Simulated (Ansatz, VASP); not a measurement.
**One calculation of Ca4Au, two programs**

The input INCAR:

```
SYSTEM = Ca4Au
PREC     = Accurate       ! precision mode
ENCUT    = 520            ! plane-wave cutoff, eV
EDIFF    = 1E-6           ! SCF threshold, eV
ISMEAR   = 0              ! smearing method
SIGMA    = 0.1            ! smearing width, eV
LREAL    = .FALSE.        ! projectors in reciprocal space
LASPH    = .TRUE.         ! aspherical terms in the spheres
NELM     = 80             ! most SCF steps
ALGO     = Fast           ! electronic algorithm
ISIF     = 2              ! what is computed and relaxed
LWAVE    = .FALSE.        ! write WAVECAR
LCHARG   = .TRUE.         ! write CHGCAR
GGA      = PE             ! functional
LELF     = .TRUE.         ! ELF
LVHAR    = .TRUE.       
NBANDS   = 34             ! bands
```

The input KPOINTS:

```
regular mesh
0
G
  6 6 6
  0 0 0
```

File POSCAR:

```
Ca4Au
1.0
   -2.0086137700      3.3211336900      3.8369089700
    2.0086137700     -3.3211336900      3.8369089700
    2.0086137700      3.3211336900     -3.8369089700
Ca Au
4 1
Direct
    0.1508000000      0.3441000100      0.8067000000
    0.8492000000      0.6558999900      0.1933000000
    0.4625999900      0.6558999900      0.8067000000
    0.5374000100      0.3441000100      0.1933000000
    0.0000000000      0.0000000000      0.0000000000
```

Input for Ansatz:

```yaml
crystal:
  lattice:
    - [-2.00861377, 3.32113369, 3.83690897]
    - [2.00861377, -3.32113369, 3.83690897]
    - [2.00861377, 3.32113369, -3.83690897]
  atoms:
    - { symbol: Ca, position: [0.1508, 0.34410001, 0.8067] }
    - { symbol: Ca, position: [0.8492, 0.65589999, 0.1933] }
    - { symbol: Ca, position: [0.46259999, 0.65589999, 0.8067] }
    - { symbol: Ca, position: [0.53740001, 0.34410001, 0.1933] }
    - { symbol: Au, position: [0.0, 0.0, 0.0] }
basis:
  ecutwfc: 420
kpoints:
  mp_grid: { grid: [6, 6, 6] }
hamiltonian:
  xc: pbe
scf:
  occupations: { method: gaussian, width: 0.1 }
  lower_state_search: "off"
output:
  forces: true
  stress: true
  eigenvalues: true
```

Change from the starting cell: species swapped into the CrB4 type (Immm, No. 71).

Alike in both runs: task single point; functional PBE; k mesh 6 × 6 × 6; occupations gaussian, width 0.1 eV; no spin polarisation.

|  | VASP | Ansatz |
| --- | --- | --- |
| version | VASP 6.6.1 | Ansatz 0.2.0 |
| potentials or method | VASP PAW PBE potentials, release 64 (Ca_sv, Au), cutoff 520 eV | scalar-relativistic, plane waves, PAW |
| valence electrons in the cell | 51 | 59 |

Ansatz gave:

- gap on the k mesh at the Fermi level (eV): none
- pressure (GPa): 20.6
- traceless stress, the component that is largest in VASP (GPa): 12.49
- rms of the force components (eV/Å): 0.532

Q: Which values does VASP return?

A: gap on the k mesh at the Fermi level (eV): none; pressure (GPa): 21.1; traceless stress, the component that is largest in VASP (GPa): 12.81; rms of the force components (eV/Å): 0.552.

Atom by atom the forces differ by 0.028 eV/Å (rms over components). A gap of «none» marks a metal or a gap that the smearing closes. VASP's potentials hold 51 valence electrons a cell and Ansatz's 59, so a difference there can come from the potentials and not from the codes.

Neither program's run includes spin-orbit coupling.
